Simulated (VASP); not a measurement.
Here is a VASP 6.6.1 calculation.

The input POSCAR:

```
AgI
1.0
    0.0000000000      3.3144926383      3.3144926383
    3.3144926383      0.0000000000      3.3144926383
    3.3144926383      3.3144926383      0.0000000000
Ag I
1 1
Direct
    0.0000000000      0.0000000000      0.0000000000
    0.7500000000      0.7500000000      0.7500000000
```

The input INCAR.step1:

```
PREC = Accurate
ENCUT = 550
ISMEAR = -1
SIGMA = 0.02
LREAL = False
LASPH = True
NELM = 120
GGA = PE
ALGO = Normal
EDIFF = 1E-5
LWAVE = True
LCHARG = False
GGA_COMPAT = False
IBRION = 2
ISIF = 3
EDIFFG = -0.005
NELMIN = 4
NSW = 100
```

The input INCAR.step2:

```
PREC = Accurate
ENCUT = 550
EDIFF = 1E-7
ISMEAR = -1
SIGMA = 0.02
LREAL = False
LASPH = True
NELM = 120
ALGO = Normal
ISIF = 3
LWAVE = False
LCHARG = False
METAGGA = R2SCAN
LMIXTAU = True
IBRION = 2
NSW = 80
EDIFFG = -0.005
ISTART = 1
GGA_COMPAT = False
NELMIN = 4
```

The input KPOINTS:

```
regular mesh
0
Gamma
  6 6 6
```

Potentials or basis: VASP PAW PBE potentials, release 64 (Ag, I).

The run is started by

```console
$ cat potpaw_PBE.64/Ag/POTCAR potpaw_PBE.64/I/POTCAR > POTCAR
$ cp INCAR.step1 INCAR
$ mpirun -np 1 vasp_std > vasp.out
$ cp INCAR.step2 INCAR
$ mpirun -np 1 vasp_std > vasp.out
```

**Question.** Predict the band gap on the k mesh.

**Answer.** 1.79 eV.

**Question.** Predict the relaxed volume.

**Answer.** 35.43 Å³/atom.

**Question.** Predict the space group after relaxing (to 0.1 Å).

**Answer.** F-43m (No. 216).

Step by step:
```csv
step,energy change (eV),largest force (eV/Å),pressure (GPa),volume (Å³)
1,0.0000,0.0000,-0.75,72.83
2,-0.0047,0.0000,-0.08,71.05
3,-0.0048,0.0000,0.00,70.87
```

Caveat: the PAW data sets were made with another functional, which shifts forces and pressure a little; spin-orbit coupling is left out, which moves the levels of the heavy elements.
